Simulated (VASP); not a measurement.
Here is a VASP 6.6.1 calculation.

Contents of INCAR:

```
PREC = Accurate
ENCUT = 600
EDIFF = 1E-6
ISMEAR = 0
SIGMA = 0.1
LREAL = False
LASPH = True
NELM = 100
ALGO = Normal
ISIF = 3
LWAVE = False
LCHARG = False
GGA = PE
IBRION = 2
NSW = 100
EDIFFG = -0.01
```

File KPOINTS:

```
Automatic mesh
0
Gamma
  12 12 10
```

File POSCAR:

```
B
1.0
    3.3089738133      0.0000000000      0.0000000000
    0.0000000000      3.3089738133      0.0000000000
    0.0000000000      0.0000000000      4.3049732861
B
5
Direct
    0.0000000000      0.2506571192      0.6594432856
    0.2506571192      0.0000000000      0.3405567144
    0.7493428808      0.0000000000      0.3405567144
    0.0000000000      0.7493428808      0.6594432856
    0.0000000000      0.0000000000      0.0000000000
```

Potentials or basis: VASP PAW PBE potentials, release 64 (B).

Command:

```console
$ cat potpaw_PBE.64/B/POTCAR > POTCAR
$ mpirun -np 1 vasp_std > vasp.out
```

(1) Estimate the space group after relaxing (to 0.05 Å).

(2) Estimate the relaxed cell.

(3) Predict the relaxed volume.

## Answers

(1) P-4m2 (No. 115).

(2) a = 3.310 Å, b = 3.310 Å, c = 4.298 Å, α = 90.00°, β = 90.00°, γ = 90.00°.

(3) 9.42 Å³/atom.
